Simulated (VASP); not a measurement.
# CsSnBr3 (Pm-3m) in VASP: further runs

Runs on CsSnBr3. Level: PBEsol. Tasks: single point.

Everything below comes from runs of VASP 6.6.1. Logs are shortened: lines on timing, memory, paths and dates and some standing lists are left out, and cuts for length are marked.

### Step 1. The cell of the first run

Symmetry: Pm-3m, No. 221, cubic system. Conventional cell: a = 4.999 Å, b = 4.999 Å, c = 4.999 Å, α = 90.00°, β = 90.00°, γ = 90.00°. Cs (site symmetry m-3m) has 12 Br at 3.54 Å and 8 Sn at 4.33 Å within 4.6 Å. Within 3.3 Å of Sn (site symmetry m-3m) lie 6 Br at 2.50 Å. Within 3.3 Å of Br (site symmetry 4/mmm) lie 2 Sn at 2.50 Å.

### Step 2. Single point, PBEsol

File INCAR:

```
SYSTEM = CsSnBr3
ALGO = Normal
EDIFF = 1E-6
ENCUT = 500
GGA = PS
GGA_COMPAT = .FALSE.
ISIF = 2
ISMEAR = 0
LASPH = .TRUE.
LCHARG = .FALSE.
LREAL = .FALSE.
LWAVE = .FALSE.
NBANDS = 30
NELM = 120
PREC = Accurate
SIGMA = 0.1
```

File KPOINTS:

```
k-points
0
G
  8 8 8
  0 0 0
```

File POSCAR:

```
CsSnBr3
1.0
    4.9993759249      0.0000000000      0.0000000000
    0.0000000000      4.9993759249      0.0000000000
    0.0000000000      0.0000000000      4.9993759249
Cs Sn Br
1 1 3
Direct
    0.0000000000      0.0000000000      0.0000000000
    0.5000000000      0.5000000000      0.5000000000
    0.5000000000      0.0000000000      0.5000000000
    0.5000000000      0.5000000000      0.0000000000
    0.0000000000      0.5000000000      0.5000000000
```

Potentials or basis: VASP PAW PBE potentials, release 64 (Cs_sv, Sn_d, Br).

Command:

```console
> cat potpaw_PBE.64/Cs_sv/POTCAR potpaw_PBE.64/Sn_d/POTCAR potpaw_PBE.64/Br/POTCAR > POTCAR
> mpirun -np 1 vasp_std > vasp.out
```

OUTCAR:

```text
SYSTEM = CsSnBr3
   EDIFF = 1E-6
   ENCUT = 500
   GGA = PS
   ISIF = 2
   ISMEAR = 0
   LASPH = .TRUE.
   LREAL = .FALSE.
   NELM = 120
   PREC = Accurate

 ion  position               nearest neighbor table
   1  0.000  0.000  0.000-
   2  0.500  0.500  0.500-   3 2.50   4 2.50   5 2.50   4 2.50   3 2.50   5 2.50
   3  0.500  0.000  0.500-   2 2.50   2 2.50
   4  0.500  0.500  0.000-   2 2.50   2 2.50
   5  0.000  0.500  0.500-   2 2.50   2 2.50

  LATTYP: Found a simple cubic cell.
 ALAT       =     4.9993759249

  Lattice vectors:

 A1 = (   4.9993759249,   0.0000000000,   0.0000000000)
 A2 = (   0.0000000000,   4.9993759249,   0.0000000000)
 A3 = (   0.0000000000,   0.0000000000,   4.9993759249)

Analysis of symmetry for initial positions (statically):
=====================================================================
 Subroutine PRICEL returns:
 Original cell was already a primitive cell.

 Routine SETGRP: Setting up the symmetry group for a
 simple cubic supercell.

 Subroutine GETGRP returns: Found 48 space group operations
 (whereof 48 operations were pure point group operations)
 out of a pool of 48 trial point group operations.

The static configuration has the point symmetry O_h .

Analysis of symmetry for dynamics (positions and initial velocities):
=====================================================================
 Subroutine PRICEL returns:
 Original cell was already a primitive cell.

 Routine SETGRP: Setting up the symmetry group for a
 simple cubic supercell.

 Subroutine GETGRP returns: Found 48 space group operations
 (whereof 48 operations were pure point group operations)
 out of a pool of 48 trial point group operations.

The dynamic configuration has the point symmetry O_h .

 Subroutine INISYM returns: Found 48 space group operations
 (whereof 48 operations are pure point group operations),
 and found     1 'primitive' translations

----------------------------------------------------------------------------------------

                                     Primitive cell

  volume of cell :     124.9532

  direct lattice vectors                    reciprocal lattice vectors
     4.999375925  0.000000000  0.000000000     0.200024966  0.000000000  0.000000000
     0.000000000  4.999375925  0.000000000     0.000000000  0.200024966  0.000000000
     0.000000000  0.000000000  4.999375925     0.000000000  0.000000000  0.200024966

  length of vectors
     4.999375925  4.999375925  4.999375925     0.200024966  0.200024966  0.200024966

  position of ions in fractional coordinates (direct lattice)
     0.000000000  0.000000000  0.000000000
     0.500000000  0.500000000  0.500000000
     0.500000000  0.000000000  0.500000000
     0.500000000  0.500000000  0.000000000
     0.000000000  0.500000000  0.500000000

  ion indices of the primitive-cell ions
   primitive index   ion index
                 1           1
                 2           2
                 3           3
                 4           4
                 5           5

----------------------------------------------------------------------------------------

 KPOINTS: k-points

Automatic generation of k-mesh.
 Grid dimensions read from file:
 generate k-points for:    8    8    8

 Generating k-lattice:

  Cartesian coordinates                     Fractional coordinates (reciprocal lattice)
     0.025003121  0.000000000  0.000000000     0.125000000  0.000000000  0.000000000
     0.000000000  0.025003121  0.000000000     0.000000000  0.125000000  0.000000000
     0.000000000  0.000000000  0.025003121     0.000000000  0.000000000  0.125000000

  Length of vectors
     0.025003121  0.025003121  0.025003121

  Shift w.r.t. Gamma in fractional coordinates (k-lattice)
     0.000000000  0.000000000  0.000000000

 Subroutine IBZKPT returns following result:
 ===========================================

 Found     35 irreducible k-points:

 Following reciprocal coordinates:
            Coordinates               Weight
  0.000000  0.000000  0.000000      1.000000
  0.125000  0.000000  0.000000      6.000000
  0.250000  0.000000  0.000000      6.000000
  0.375000  0.000000  0.000000      6.000000
  0.500000  0.000000  0.000000      3.000000
  0.125000  0.125000  0.000000     12.000000
[... 16 lines left out ...]
  0.375000  0.375000  0.125000     24.000000
  0.500000  0.375000  0.125000     24.000000
 [... further k-points ...]
   k-points           NKPTS =     35   k-points in BZ     NKDIM =     35   number of bands    NBANDS=     30
   number of dos      NEDOS =    301   number of ions     NIONS =      5
   total plane-waves  NPLWV =  46656
   dimension x,y,z NGX =    36 NGY =   36 NGZ =   36
   dimension x,y,z NGXF=    72 NGYF=   72 NGZF=   72
   ions per type =               1   1   3
   NGX,Y,Z   is equivalent  to a cutoff of  11.97, 11.97, 11.97 a.u.
   NGXF,Y,Z  is equivalent  to a cutoff of  23.94, 23.94, 23.94 a.u.
 SYSTEM =  CsSnBr3
   PREC   = accura    normal or accurate (medium, high low for compatibility)
   ISTART =      0    job   : 0-new  1-cont  2-samecut
   ICHARG =      2    charge: 1-file 2-atom 10-const
   ISPIN  =      1    spin polarized calculation?
   LNONCOLLINEAR =      F non collinear calculations
   LSORBIT =      F    spin-orbit coupling
   LASPH  =      T    aspherical Exc in radial PAW
   ENCUT  =  500.0 eV  36.75 Ry    6.06 a.u.   9.12  9.12  9.12*2*pi/ulx,y,z
   NELM   =    120;   NELMIN=  2; NELMDL= -5     # of ELM steps
   EDIFF  = 0.1E-05   stopping-criterion for ELM
   LREAL  =      F    real-space projection
   EDIFFG = 0.1E-04   stopping-criterion for IOM
   NSW    =      0    number of steps for IOM
   IBRION =     -1    ionic relax: 0-MD 1-quasi-New 2-CG
   NFREE  =      0    steps in history (QN), initial steepest desc. (CG)
   ISIF   =      2    stress and relaxation
   ISYM   =      2    0-nonsym 1-usesym 2-fastsym
   POTIM  = 0.5000    time-step for ionic-motion
   TEBEG  =    0.0;   TEEND  =   0.0 temperature during run
   PSTRESS=    0.0 pullay stress
   NELECT =      44.0000    total number of electrons
   NUPDOWN=      -1.0000    fix difference up-down
   EMIN   =  10.00;   EMAX   =-10.00  energy-range for DOS
   EFERMI =   0.00;   METHOD = LEGACY
   ISMEAR =     0;   SIGMA  =   0.10  broadening in eV -4-tet -1-fermi 0-gaus
   EFERMI_NEDOS =   21; number of points for ismear=-14 and -15
   IALGO  =     38    algorithm
   IMIX   =      4    mixing-type and parameters
     AMIX     =   0.40;   BMIX     =  1.00
     AMIX_MAG =   1.60;   BMIX_MAG =  1.00
  volume/ion in A,a.u.               =      24.99       168.65
  Fermi-wavevector in a.u.,A,eV,Ry     =   1.156050  2.184618 18.183526  1.336451
  Thomas-Fermi vector in A             =   2.292673
   LORBIT       =      0    0 simple, 1 ext, 2 COOP (PROOUT), +10 PAW based schemes
   GGA     = PS    functional components
   LHFCALC =     F    Hartree Fock is set to
   AEXX    =    0.0000 exact exchange contribution
   IVDW    =     0    specifies the selected vdW correction
   LEPSILON=     F    determine dielectric tensor
   LRPA    =     F    only Hartree local field effects (RPA)
 non-spin polarized calculation
 Gauss-broadening in eV      SIGMA  =   0.10
  energy-cutoff  :      500.00
  volume of cell :      124.95
 maximum number of plane-waves:      3196
   NGX = 19   NGY = 19   NGZ = 19

 number of electron      44.0000006 magnetization

 Free energy of the ion-electron system (eV)
  ---------------------------------------------------
  ext. energy  EPLUGINS =         0.00000000
  ---------------------------------------------------
  free energy    TOTEN  =       -13.29342474 eV

  energy without entropy =      -13.29148121  energy(sigma->0) =      -13.29245297

 E-fermi :   7.2331     XC(G=0): -10.0093

 val. band max:        7.2098267899   @ k =   0.5000   0.5000   0.3750
 cond. band min:       7.2719011424   @ k =   0.5000   0.3750   0.3750
 fundamental gap:      0.0620743526
 Fermi energy:         7.2330660675

 k-point     1 :       0.0000    0.0000    0.0000
  band No.  band energies     occupation
      1     -16.2386      2.00000
      2     -15.8904      2.00000
      3     -15.8904      2.00000
      4     -15.5745      2.00000
      5     -15.5745      2.00000
      6     -15.5745      2.00000
[... 22 lines left out ...]
     29      12.9339      0.00000
     30      12.9339      0.00000

 k-point     2 :       0.1250    0.0000    0.0000
  band No.  band energies     occupation
      1     -16.2342      2.00000
      2     -15.8903      2.00000
      3     -15.8790      2.00000
      4     -15.5750      2.00000
      5     -15.5750      2.00000
      6     -15.5745      2.00000
[... 22 lines left out ...]
     29      12.5140      0.00000
     30      13.0033      0.00000

 k-point     3 :       0.2500    0.0000    0.0000
  band No.  band energies     occupation
      1     -16.2236      2.00000
      2     -15.8902      2.00000
      3     -15.8514      2.00000
      4     -15.5764      2.00000
      5     -15.5764      2.00000
      6     -15.5744      2.00000
[... 22 lines left out ...]
     29      11.6980      0.00000
     30      11.9146      0.00000

 k-point     4 :       0.3750    0.0000    0.0000
  band No.  band energies     occupation
      1     -16.2129      2.00000
      2     -15.8900      2.00000
      3     -15.8234      2.00000
      4     -15.5777      2.00000
      5     -15.5777      2.00000
      6     -15.5744      2.00000
[... 616 lines left out ...]
     29      11.5290      0.00000
     30      11.6085      0.00000

 k-point    23 :       0.3750    0.3750    0.1250
  band No.  band energies     occupation
      1     -16.1942      2.00000
      2     -15.8456      2.00000
      3     -15.7838      2.00000
      4     -15.5796      2.00000
      5     -15.5782      2.00000
      6     -15.5780      2.00000
[... 22 lines left out ...]
     29      11.8226      0.00000
     30      12.0509      0.00000

 k-point    24 :       0.5000    0.3750    0.1250
  band No.  band energies     occupation
      1     -16.1915      2.00000
      2     -15.8432      2.00000
      3     -15.7736      2.00000
      4     -15.5799      2.00000
      5     -15.5786      2.00000
      6     -15.5782      2.00000
[... 22 lines left out ...]
     29      11.7805      0.00000
     30      11.9046      0.00000

 [... further k-points ...]

------------------------ aborting loop because EDIFF is reached ----------------------------------------

  FORCE on cell =-STRESS in cart. coord.  units (eV):
  Direction    XX          YY          ZZ          XY          YZ          ZX
  --------------------------------------------------------------------------------------
  -------------------------------------------------------------------------------------
  Total       19.6442736     19.6442736     19.6442736      0.0000000      0.0000000     -0.0000000
  in kB      251.8831834    251.8831834    251.8831834      0.0000000      0.0000000     -0.0000000
  external PRESSURE =     251.8831834 kB  Pullay stress =       0.0000000 kB

 VOLUME and BASIS-vectors are now :
 -----------------------------------------------------------------------------
  energy-cutoff  :      500.00
  volume of cell :      124.95
      direct lattice vectors                 reciprocal lattice vectors
     4.999375925  0.000000000  0.000000000     0.200024966  0.000000000  0.000000000
     0.000000000  4.999375925  0.000000000     0.000000000  0.200024966  0.000000000
     0.000000000  0.000000000  4.999375925     0.000000000  0.000000000  0.200024966

 POSITION                                       TOTAL-FORCE (eV/Angst)
 -----------------------------------------------------------------------------------
      0.00000      0.00000      0.00000         0.000000      0.000000      0.000000
      2.49969      2.49969      2.49969         0.000000      0.000000      0.000000
      2.49969      0.00000      2.49969         0.000000      0.000000      0.000000
      2.49969      2.49969      0.00000         0.000000      0.000000      0.000000
      0.00000      2.49969      2.49969         0.000000      0.000000      0.000000
 -----------------------------------------------------------------------------------
    total drift:                                0.000000      0.000000      0.000000

  FREE ENERGIE OF THE ION-ELECTRON SYSTEM (eV)
  ---------------------------------------------------
  free  energy   TOTEN  =       -13.2934247425 eV

  energy  without entropy=      -13.2914812075  energy(sigma->0) =      -13.29245297
```

It took 1.8 min on 1 thread of Intel Xeon 8259CL, shared host; peak memory 0.28 GiB.

What came out:

```
Free energy            : -13.2934 eV
Pressure               : 25.2 GPa
Band gap on the k mesh : zero (bands 22 and 23 overlap by 0.73 eV)
```

Levels at points of the mesh, in eV from the Fermi level:
```
           k point  band 19  band 20  band 21  band 22  band 23  band 24  band 25  band 26
(0.00, 0.00, 0.00)    -5.34    -4.68    -4.68    -4.68     0.81     0.81     1.35     1.57
(0.50, 0.00, 0.00)    -5.52    -5.26    -5.26    -1.55     1.26     2.69     3.02     3.11
(0.50, 0.50, 0.00)    -5.57    -5.05    -4.21     0.36     0.69     0.69     3.36     3.58
(0.50, 0.50, 0.50)    -4.16    -4.16    -4.16    -0.33    -0.33    -0.33     2.32     2.83
```

Caveat: the cell stands under pressure; the PAW data sets were made with another functional, which shifts forces and pressure a little; spin-orbit coupling is left out, which moves the levels of the heavy elements.

### Step 3. Single point, PBEsol

This run uses another cell than the first one, of 18.21 Å³/atom.

INCAR is that of step 2.

KPOINTS is that of step 2.

POSCAR, as its differences from that of step 2:

```diff
@@ -2,5 +2,5 @@
 1.0
-    4.9993759249      0.0000000000      0.0000000000
-    0.0000000000      4.9993759249      0.0000000000
-    0.0000000000      0.0000000000      4.9993759249
+    4.4986950583      0.0000000000      0.0000000000
+    0.0000000000      4.4986950583      0.0000000000
+    0.0000000000      0.0000000000      4.4986950583
 Cs Sn Br
```

Potentials or basis: VASP PAW PBE potentials, release 64 (Cs_sv, Sn_d, Br).

Command:

```console
> cat potpaw_PBE.64/Cs_sv/POTCAR potpaw_PBE.64/Sn_d/POTCAR potpaw_PBE.64/Br/POTCAR > POTCAR
> mpirun -np 1 vasp_std > vasp.out
```

OUTCAR:

```text
SYSTEM = CsSnBr3
   EDIFF = 1E-6
   ENCUT = 500
   GGA = PS
   ISIF = 2
   ISMEAR = 0
   LASPH = .TRUE.
   LREAL = .FALSE.
   NELM = 120
   PREC = Accurate

 ion  position               nearest neighbor table
   1  0.000  0.000  0.000-
   2  0.500  0.500  0.500-   3 2.25   4 2.25   5 2.25   4 2.25   3 2.25   5 2.25
   3  0.500  0.000  0.500-   2 2.25   2 2.25
   4  0.500  0.500  0.000-   2 2.25   2 2.25
   5  0.000  0.500  0.500-   2 2.25   2 2.25

  LATTYP: Found a simple cubic cell.
[... 994 lines left out ...]
  --------------------------------------------------------------------------------------
  -------------------------------------------------------------------------------------
  Total       51.3381052     51.3381052     51.3381052      0.0000000      0.0000000     -0.0000000
  in kB      903.4221835    903.4221835    903.4221835      0.0000000      0.0000000     -0.0000000
  external PRESSURE =     903.4221835 kB  Pullay stress =       0.0000000 kB

 VOLUME and BASIS-vectors are now :
 -----------------------------------------------------------------------------
  energy-cutoff  :      500.00
  volume of cell :       91.05
      direct lattice vectors                 reciprocal lattice vectors
     4.498695058  0.000000000  0.000000000     0.222286682  0.000000000  0.000000000
     0.000000000  4.498695058  0.000000000     0.000000000  0.222286682  0.000000000
     0.000000000  0.000000000  4.498695058     0.000000000  0.000000000  0.222286682

 POSITION                                       TOTAL-FORCE (eV/Angst)
 -----------------------------------------------------------------------------------
      0.00000      0.00000      0.00000         0.000000      0.000000      0.000000
      2.24935      2.24935      2.24935         0.000000      0.000000      0.000000
      2.24935      0.00000      2.24935         0.000000      0.000000      0.000000
      2.24935      2.24935      0.00000         0.000000      0.000000      0.000000
      0.00000      2.24935      2.24935         0.000000      0.000000      0.000000
 -----------------------------------------------------------------------------------
    total drift:                                0.000000      0.000000      0.000000

  FREE ENERGIE OF THE ION-ELECTRON SYSTEM (eV)
  ---------------------------------------------------
  free  energy   TOTEN  =        -2.4935389801 eV

  energy  without entropy=       -2.4856862297  energy(sigma->0) =       -2.48961260
```

Wall time 97 s (1 thread of Intel Xeon 8259CL, shared host); peak memory 0.26 GiB.

What came out:

```
Free energy            : -2.4935 eV
Pressure               : 90.3 GPa
Band gap on the k mesh : zero (bands 22 and 23 overlap by 1.25 eV)
```

Caveat: the cell stands under pressure; the PAW data sets were made with another functional, which shifts forces and pressure a little; spin-orbit coupling is left out, which moves the levels of the heavy elements.
